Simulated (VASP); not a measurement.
# Pd (R-3m) in VASP: further runs

Runs on Pd. Level: PBEsol. Tasks: single point.

All numbers are computed with VASP 6.6.1; they aren't measurements. Logs are shortened: lines on timing, memory, paths and dates and some standing lists are left out, and cuts for length are marked.

## 1. The cell of the first run

The typed cell holds 1 atom: a = 2.744 Å, b = 2.744 Å, c = 2.738 Å, α = 90.00°, β = 59.93°, γ = 120.00°.

## 2. Single point, PBEsol

INCAR

```
SYSTEM = Pd
  ALGO = Normal
  EDIFF = 1E-7
  ENCUT = 520
  GGA = PS
  ISIF = 2
  ISMEAR = 0
  LASPH = .True.
  LCHARG = .False.
  LREAL = .False.
  LWAVE = .False.
  NBANDS = 11
  NELM = 60
  PREC = Accurate
  SIGMA = 0.1
```

KPOINTS

```
k-points
0
Gamma
  15 15 15
  0 0 0
```

POSCAR

```
Pd
1.0
    2.7439667432      0.0000000000      0.0000000000
   -1.3719833716      2.3763449068      0.0000000000
    1.3719833716      0.7921149689      2.2337173790
Pd
1
Direct
    0.0000000000      0.0000000000      0.0000000000
```

Potentials or basis: VASP PAW PBE potentials, release 64 (Pd).

The run is started by

```sh
$ cat potpaw_PBE.64/Pd/POTCAR > POTCAR
$ mpirun -np 1 vasp_std > vasp.out
```

OUTCAR:

```text
SYSTEM = Pd
   EDIFF = 1E-7
   ENCUT = 520
   GGA = PS
   ISIF = 2
   ISMEAR = 0
   LASPH = .True.
   LREAL = .False.
   NELM = 60
   PREC = Accurate

 ion  position               nearest neighbor table
   1  0.000  0.000  0.000-

  LATTYP: Found a trigonal (rhomboedric) cell.
 ALAT       =     2.7384809339
 COS(alpha) =     0.4979947627

  Lattice vectors:

 A1 = (  -1.3719833716,   0.7921149689,   2.2337173790)
 A2 = (   0.0000000000,  -1.5842299379,   2.2337173790)
 A3 = (   1.3719833716,   0.7921149689,   2.2337173790)

Analysis of symmetry for initial positions (statically):
=====================================================================
 Subroutine PRICEL returns:
 Original cell was already a primitive cell.

 Routine SETGRP: Setting up the symmetry group for a
 trigonal (rhombohedral) supercell.

 Subroutine GETGRP returns: Found 12 space group operations
 (whereof 12 operations were pure point group operations)
 out of a pool of 12 trial point group operations.

The static configuration has the point symmetry D_3d.

Analysis of symmetry for dynamics (positions and initial velocities):
=====================================================================
 Subroutine PRICEL returns:
 Original cell was already a primitive cell.

 Routine SETGRP: Setting up the symmetry group for a
 trigonal (rhombohedral) supercell.

 Subroutine GETGRP returns: Found 12 space group operations
 (whereof 12 operations were pure point group operations)
 out of a pool of 12 trial point group operations.

The dynamic configuration has the point symmetry D_3d.

 Subroutine INISYM returns: Found 12 space group operations
 (whereof 12 operations are pure point group operations),
 and found     1 'primitive' translations

----------------------------------------------------------------------------------------

                                     Primitive cell

  volume of cell :      14.5652

  direct lattice vectors                    reciprocal lattice vectors
     2.743966743  0.000000000  0.000000000     0.364435904  0.210407167 -0.298456140
    -1.371983372  2.376344907  0.000000000     0.000000000  0.420814334 -0.149228070
     1.371983372  0.792114969  2.233717379     0.000000000  0.000000000  0.447684210

  length of vectors
     2.743966743  2.743966743  2.738480934     0.515907716  0.446490449  0.447684210

  position of ions in fractional coordinates (direct lattice)
     0.000000000  0.000000000  0.000000000

  ion indices of the primitive-cell ions
   primitive index   ion index
                 1           1

----------------------------------------------------------------------------------------

 KPOINTS: k-points

Automatic generation of k-mesh.
 Grid dimensions read from file:
 generate k-points for:   15   15   15

 Generating k-lattice:

  Cartesian coordinates                     Fractional coordinates (reciprocal lattice)
     0.024295727  0.014027144 -0.019897076     0.066666667  0.000000000  0.000000000
     0.000000000  0.028054289 -0.009948538     0.000000000  0.066666667  0.000000000
     0.000000000  0.000000000  0.029845614     0.000000000  0.000000000  0.066666667

  Length of vectors
     0.034393848  0.029766030  0.029845614

  Shift w.r.t. Gamma in fractional coordinates (k-lattice)
     0.000000000  0.000000000  0.000000000

 Subroutine IBZKPT returns following result:
 ===========================================

 Found    344 irreducible k-points:

 Following reciprocal coordinates:
            Coordinates               Weight
  0.000000  0.000000  0.000000      1.000000
  0.066667  0.000000 -0.000000      6.000000
  0.133333  0.000000  0.000000      6.000000
  0.200000  0.000000  0.000000      6.000000
  0.266667  0.000000  0.000000      6.000000
  0.333333  0.000000  0.000000      6.000000
[... 16 lines left out ...]
  0.400000  0.133333 -0.000000     12.000000
 -0.066667  0.133333  0.000000      6.000000
 [... further k-points ...]
   k-points           NKPTS =    344   k-points in BZ     NKDIM =    344   number of bands    NBANDS=     11
   number of dos      NEDOS =    301   number of ions     NIONS =      1
   total plane-waves  NPLWV =   8000
   dimension x,y,z NGX =    20 NGY =   20 NGZ =   20
   dimension x,y,z NGXF=    40 NGYF=   40 NGZF=   40
   ions per type =               1
   NGX,Y,Z   is equivalent  to a cutoff of  12.12, 12.12, 12.14 a.u.
   NGXF,Y,Z  is equivalent  to a cutoff of  24.23, 24.23, 24.28 a.u.
 SYSTEM =  Pd
   PREC   = accura    normal or accurate (medium, high low for compatibility)
   ISTART =      0    job   : 0-new  1-cont  2-samecut
   ICHARG =      2    charge: 1-file 2-atom 10-const
   ISPIN  =      1    spin polarized calculation?
   LNONCOLLINEAR =      F non collinear calculations
   LSORBIT =      F    spin-orbit coupling
   LASPH  =      T    aspherical Exc in radial PAW
   ENCUT  =  520.0 eV  38.22 Ry    6.18 a.u.   5.10  5.10  5.09*2*pi/ulx,y,z
   NELM   =     60;   NELMIN=  2; NELMDL= -5     # of ELM steps
   EDIFF  = 0.1E-06   stopping-criterion for ELM
   LREAL  =      F    real-space projection
   EDIFFG = 0.1E-05   stopping-criterion for IOM
   NSW    =      0    number of steps for IOM
   IBRION =     -1    ionic relax: 0-MD 1-quasi-New 2-CG
   NFREE  =      0    steps in history (QN), initial steepest desc. (CG)
   ISIF   =      2    stress and relaxation
   ISYM   =      2    0-nonsym 1-usesym 2-fastsym
   POTIM  = 0.5000    time-step for ionic-motion
   TEBEG  =    0.0;   TEEND  =   0.0 temperature during run
   PSTRESS=    0.0 pullay stress
   NELECT =      10.0000    total number of electrons
   NUPDOWN=      -1.0000    fix difference up-down
   EMIN   =  10.00;   EMAX   =-10.00  energy-range for DOS
   EFERMI =   0.00;   METHOD = LEGACY
   ISMEAR =     0;   SIGMA  =   0.10  broadening in eV -4-tet -1-fermi 0-gaus
   EFERMI_NEDOS =   21; number of points for ismear=-14 and -15
   IALGO  =     38    algorithm
   IMIX   =      4    mixing-type and parameters
     AMIX     =   0.40;   BMIX     =  1.00
     AMIX_MAG =   1.60;   BMIX_MAG =  1.00
  volume/ion in A,a.u.               =      14.57        98.29
  Fermi-wavevector in a.u.,A,eV,Ry     =   1.444229  2.729197 28.378986  2.085797
  Thomas-Fermi vector in A             =   2.562547
   LORBIT       =      0    0 simple, 1 ext, 2 COOP (PROOUT), +10 PAW based schemes
   GGA     = PS    functional components
   LHFCALC =     F    Hartree Fock is set to
   AEXX    =    0.0000 exact exchange contribution
   IVDW    =     0    specifies the selected vdW correction
   LEPSILON=     F    determine dielectric tensor
   LRPA    =     F    only Hartree local field effects (RPA)
 non-spin polarized calculation
 Gauss-broadening in eV      SIGMA  =   0.10
  energy-cutoff  :      520.00
  volume of cell :       14.57
 maximum number of plane-waves:       402
   NGX = 11   NGY = 11   NGZ = 11

 number of electron      10.0000002 magnetization

 Free energy of the ion-electron system (eV)
  ---------------------------------------------------
  ext. energy  EPLUGINS =         0.00000000
  ---------------------------------------------------
  free energy    TOTEN  =        -5.97182145 eV

  energy without entropy =       -5.96141535  energy(sigma->0) =       -5.96661840

 E-fermi :   9.8252     XC(G=0): -13.4594

 val. band max:        9.8146867579   @ k =  -0.0667  -0.0000   0.4000
 cond. band min:       9.8287384695   @ k =   0.4000   0.2000   0.0000
 fundamental gap:      0.0140517116
 Fermi energy:         9.8252171458

 k-point     1 :       0.0000    0.0000    0.0000
  band No.  band energies     occupation
      1       2.4963      2.00000
      2       6.9090      2.00000
      3       6.9090      2.00000
      4       6.9374      2.00000
      5       8.5860      2.00000
      6       8.5860      2.00000
      7      26.9669      0.00000
      8      31.7768      0.00000
      9      31.7768      0.00000
     10      31.8777      0.00000
     11      35.8752      0.00000

 k-point     2 :       0.0667    0.0000   -0.0000
  band No.  band energies     occupation
      1       2.7141      2.00000
      2       6.7960      2.00000
      3       7.0092      2.00000
      4       7.0283      2.00000
      5       8.4603      2.00000
      6       8.6340      2.00000
      7      27.2138      0.00000
      8      31.0449      0.00000
      9      31.6524      0.00000
     10      31.7236      0.00000
     11      35.9382      0.00000

 k-point     3 :       0.1333    0.0000    0.0000
  band No.  band energies     occupation
      1       3.3318      2.00000
      2       6.4658      2.00000
      3       7.3044      2.00000
      4       7.3214      2.00000
      5       8.1400      2.00000
      6       8.7715      2.00000
      7      27.8902      0.00000
      8      29.8599      0.00000
      9      30.9914      0.00000
     10      31.0641      0.00000
     11      35.9200      0.00000

 k-point     4 :       0.2000    0.0000    0.0000
  band No.  band energies     occupation
      1       4.1904      2.00000
      2       6.0108      2.00000
      3       7.7769      2.00000
      4       7.7903      2.00000
      5       7.8425      2.00000
      6       8.9793      2.00000
      7      28.8263      0.00000
      8      28.9041      0.00000
      9      29.4620      0.00000
     10      29.5350      0.00000
     11      35.3674      0.00000
[... 239 lines left out ...]
 k-point    22 :       0.3333    0.1333   -0.0000
  band No.  band energies     occupation
      1       4.7482      2.00000
      2       5.0649      2.00000
      3       8.5380      2.00000
      4       9.0514      2.00000
      5       9.9484      0.08149
      6      12.6616      0.00000
      7      21.6849      0.00000
      8      23.2532      0.00000
      9      24.7673      0.00000
     10      30.8952      0.00000
     11      33.9492      0.00000

 k-point    23 :       0.4000    0.1333   -0.0000
  band No.  band energies     occupation
      1       4.5686      2.00000
      2       4.8942      2.00000
      3       8.9938      2.00000
      4       9.4122      2.00000
      5       9.9974      0.01491
      6      14.2978      0.00000
      7      20.6819      0.00000
      8      21.3869      0.00000
      9      24.0019      0.00000
     10      31.1687      0.00000
     11      33.9537      0.00000

 k-point    24 :      -0.0667    0.1333    0.0000
  band No.  band energies     occupation
      1       2.9229      2.00000
      2       6.7398      2.00000
      3       7.0584      2.00000
      4       7.0974      2.00000
      5       8.4310      2.00000
      6       8.6187      2.00000
      7      27.3899      0.00000
      8      29.7824      0.00000
      9      31.5807      0.00000
     10      32.6914      0.00000
     11      35.9478      0.00000

 [... further k-points ...]

------------------------ aborting loop because EDIFF is reached ----------------------------------------

  FORCE on cell =-STRESS in cart. coord.  units (eV):
  Direction    XX          YY          ZZ          XY          YZ          ZX
  --------------------------------------------------------------------------------------
  -------------------------------------------------------------------------------------
  Total       -0.0789875     -0.0789875     -0.0364632     -0.0000000      0.0000000      0.0000000
  in kB       -8.6886469     -8.6886469     -4.0109631     -0.0000000      0.0000000      0.0000000
  external PRESSURE =      -7.1294190 kB  Pullay stress =       0.0000000 kB

 VOLUME and BASIS-vectors are now :
 -----------------------------------------------------------------------------
  energy-cutoff  :      520.00
  volume of cell :       14.57
      direct lattice vectors                 reciprocal lattice vectors
     2.743966743  0.000000000  0.000000000     0.364435904  0.210407167 -0.298456140
    -1.371983372  2.376344907  0.000000000     0.000000000  0.420814334 -0.149228070
     1.371983372  0.792114969  2.233717379     0.000000000  0.000000000  0.447684210

 POSITION                                       TOTAL-FORCE (eV/Angst)
 -----------------------------------------------------------------------------------
      0.00000      0.00000      0.00000         0.000000      0.000000      0.000000
 -----------------------------------------------------------------------------------
    total drift:                               -0.000000      0.000000      0.000000

  FREE ENERGIE OF THE ION-ELECTRON SYSTEM (eV)
  ---------------------------------------------------
  free  energy   TOTEN  =        -5.9718214545 eV

  energy  without entropy=       -5.9614153512  energy(sigma->0) =       -5.96661840
```

Run time: 61 s. Hardware: 1 thread of Intel Xeon 8259CL, shared host; peak memory 0.17 GiB.

Results:

```
Free energy            : -5.9718 eV
Pressure               : -0.7 GPa
Band gap on the k mesh : zero (bands 5 and 6 overlap by 1.59 eV)
```

Stress tensor (GPa, compression positive):
```
-0.87  0.00  0.00
 0.00 -0.87  0.00
 0.00  0.00 -0.40
```

Caveat: the PAW data sets were made with another functional, which shifts forces and pressure a little.

## 3. Single point, PBEsol

INCAR

```
PREC = Accurate ; ENCUT = 520
EDIFF = 1E-7 ; ISMEAR = 0
SIGMA = 0.1 ; LREAL = False
LASPH = True ; NELM = 80
ALGO = Normal ; ISIF = 2
LWAVE = False ; LCHARG = False
GGA = PS ; NBANDS = 11
```

KPOINTS

```
Automatic mesh
0
Gamma
  15 15 15
```

POSCAR is that of step 2.

Potentials or basis: VASP PAW PBE potentials, release 64 (Pd).

The run is started by

```sh
$ cat potpaw_PBE.64/Pd/POTCAR > POTCAR
$ mpirun -np 1 vasp_std > vasp.out
```

OUTCAR:

```text
PREC = Accurate
   ENCUT = 520
   EDIFF = 1E-7
   ISMEAR = 0
   LREAL = False
   LASPH = True
   NELM = 80
   ISIF = 2
   GGA = PS

 ion  position               nearest neighbor table
   1  0.000  0.000  0.000-

  LATTYP: Found a trigonal (rhomboedric) cell.
 ALAT       =     2.7384809339
 COS(alpha) =     0.4979947627

  Lattice vectors:

 A1 = (  -1.3719833716,   0.7921149689,   2.2337173790)
 A2 = (   0.0000000000,  -1.5842299379,   2.2337173790)
 A3 = (   1.3719833716,   0.7921149689,   2.2337173790)

Analysis of symmetry for initial positions (statically):
=====================================================================
 Subroutine PRICEL returns:
 Original cell was already a primitive cell.

 Routine SETGRP: Setting up the symmetry group for a
 trigonal (rhombohedral) supercell.

 Subroutine GETGRP returns: Found 12 space group operations
 (whereof 12 operations were pure point group operations)
 out of a pool of 12 trial point group operations.

The static configuration has the point symmetry D_3d.

Analysis of symmetry for dynamics (positions and initial velocities):
[... 165 lines left out ...]
  band No.  band energies     occupation
      1       2.4963      2.00000
      2       6.9090      2.00000
      3       6.9090      2.00000
      4       6.9374      2.00000
      5       8.5860      2.00000
      6       8.5860      2.00000
      7      26.9669      0.00000
      8      31.7768      0.00000
      9      31.7768      0.00000
     10      31.8777      0.00000
     11      35.8752      0.00000
[... 309 lines left out ...]
 k-point    24 :      -0.0667    0.1333    0.0000
  band No.  band energies     occupation
      1       2.9229      2.00000
      2       6.7398      2.00000
      3       7.0584      2.00000
      4       7.0974      2.00000
      5       8.4310      2.00000
      6       8.6187      2.00000
      7      27.3899      0.00000
      8      29.7824      0.00000
      9      31.5807      0.00000
     10      32.6914      0.00000
     11      35.9478      0.00000

 [... further k-points ...]

------------------------ aborting loop because EDIFF is reached ----------------------------------------

  FORCE on cell =-STRESS in cart. coord.  units (eV):
  Direction    XX          YY          ZZ          XY          YZ          ZX
  --------------------------------------------------------------------------------------
  -------------------------------------------------------------------------------------
  Total       -0.0789875     -0.0789875     -0.0364632     -0.0000000      0.0000000      0.0000000
  in kB       -8.6886469     -8.6886469     -4.0109631     -0.0000000      0.0000000      0.0000000
  external PRESSURE =      -7.1294190 kB  Pullay stress =       0.0000000 kB

 VOLUME and BASIS-vectors are now :
 -----------------------------------------------------------------------------
  energy-cutoff  :      520.00
  volume of cell :       14.57
      direct lattice vectors                 reciprocal lattice vectors
     2.743966743  0.000000000  0.000000000     0.364435904  0.210407167 -0.298456140
    -1.371983372  2.376344907  0.000000000     0.000000000  0.420814334 -0.149228070
     1.371983372  0.792114969  2.233717379     0.000000000  0.000000000  0.447684210

 POSITION                                       TOTAL-FORCE (eV/Angst)
 -----------------------------------------------------------------------------------
      0.00000      0.00000      0.00000         0.000000      0.000000      0.000000
 -----------------------------------------------------------------------------------
    total drift:                               -0.000000      0.000000      0.000000

  FREE ENERGIE OF THE ION-ELECTRON SYSTEM (eV)
  ---------------------------------------------------
  free  energy   TOTEN  =        -5.9718214545 eV

  energy  without entropy=       -5.9614153512  energy(sigma->0) =       -5.96661840
```

stdout:

```text
POSCAR found type information on POSCAR Pd
 POSCAR found :  1 types and       1 ions
 scaLAPACK will be used
 -----------------------------------------------------------------------------
|                                                                             |
|                                                                             |
|     You enforced a specific xc type in the INCAR file but a different       |
|     I HOPE YOU KNOW WHAT YOU ARE DOING!                                     |
|                                                                             |
 -----------------------------------------------------------------------------

 LDA part: xc-table for (Slater+PW92), standard interpolation
 POSCAR, INCAR and KPOINTS ok, starting setup
 FFT: planning ... GRIDC
 FFT: planning ... GRID_SOFT
 FFT: planning ... GRID
 WAVECAR not read
 entering main loop
```

Wall time 60 s (1 thread of Intel Xeon 8259CL, shared host); peak memory 0.17 GiB.

Results:

```yaml
Free_energy: -5.9718 eV
Pressure: -0.7 GPa
Band_gap_on_the_k_mesh: zero (bands 5 and 6 overlap by 1.59 eV)
```

Caveat: the PAW data sets were made with another functional, which shifts forces and pressure a little.
